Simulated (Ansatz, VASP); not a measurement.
**One calculation of BiTe, two programs**

```
Bi Te
1.0
     0.00000    3.19369    3.19369
     3.19369    0.00000    3.19369
     3.19369    3.19369    0.00000
Bi Te
1 1
Direct
  0.00000 0.00000 0.00000
  0.50000 0.50000 0.50000
```

Alike in both runs: functional r2SCAN; k mesh 9 × 9 × 9; occupations fermi-dirac, width 0.1 eV; no spin polarisation.

Ansatz relaxed the structure, and its values are those at the end. VASP's run is a single point on that final structure, the one shown.

|  | VASP | Ansatz |
| --- | --- | --- |
| version | VASP 6.6.1 | Ansatz 0.2.0 |
| potentials or method | VASP PAW PBE potentials, release 64 (Bi_d, Te), cutoff 520 eV | PAW plane waves |
| valence electrons in the cell | 21 | 31 |

|  | VASP | Ansatz | Ansatz less VASP |
| --- | --- | --- | --- |
| pressure (GPa) | 2.2 | 2.2 | +0.06 |

VASP's potentials were made for PBE, not for r2SCAN. VASP's potentials hold 21 valence electrons a cell and Ansatz's 31, so a difference there can come from the potentials and not from the codes. Ansatz's warnings: stress scf threshold loose.

Neither program's run includes spin-orbit coupling.
